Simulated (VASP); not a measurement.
## Si4N: single point with PBE+D3(BJ)

Si4N, a slab with vacuum:

```
Si N
1.0
     3.83334    0.00000    0.00000
     0.00000    3.83334    0.00000
     0.00000    0.00000   21.10348
Si N
4 1
Direct
  0.00000 0.50000 0.18954
  0.00000 0.00000 0.25376
  0.50000 0.00000 0.32071
  0.50000 0.50000 0.38399
  0.87500 0.75000 0.48824
```

| Property | Result |
| --- | --- |
| Program | VASP 6.6.1 |
| Task | single point |
| Functional | PBE |
| Dispersion | D3(BJ) |
| Potentials or basis | VASP PAW PBE potentials, release 64 (Si, N) |
| Cutoff | 520 eV |
| k mesh | 7 × 7 × 1 |
| Occupations | gaussian, width 0.05 eV |
| Spin | collinear spin, ferromagnetic start |
| Starting moments | [0.0, 0.0, 0.0, 0.0, 3.0] μB |

| Property | Result |
| --- | --- |
| Largest force | 1.296 eV/Å |
| Net moment | 2.05 μB per cell |
| Site moments | Si +0.00, -0.02, -0.00, -0.15; N +1.66 μB |
| Valence electrons inside the program's atomic spheres | Si 1.59, 1.67, 1.56; N 3.27 |
| Dispersion energy per atom | -0.206 eV |

Forces on the atoms (eV/Å):
```
Si  -0.027  0.044  0.023
Si   0.079  0.044  0.147
Si   0.003 -0.148  0.105
Si   0.337  0.551  0.858
N   -0.391 -0.491 -1.134
```

Levels at points of the mesh, in eV from the Fermi level:
Spin up:
```tsv
k point	band 7	band 8	band 9	band 10	band 11	band 12	band 13	band 14	band 15	band 16
(0.00, 0.00, 0.00)	-2.10	-2.02	-1.76	-1.05	-0.60	0.77	1.38	1.77	1.98	3.06
```
Spin down:
| k point | band 7 | band 8 | band 9 | band 10 | band 11 | band 12 |
| --- | --- | --- | --- | --- | --- | --- |
| (0.00, 0.00, 0.00) | -1.81 | -0.71 | 0.04 | 0.95 | 1.46 | 1.55 |

Wall time 25 min on 1 thread of AMD EPYC 7R13, on a shared host, peak memory 0.61 GiB.
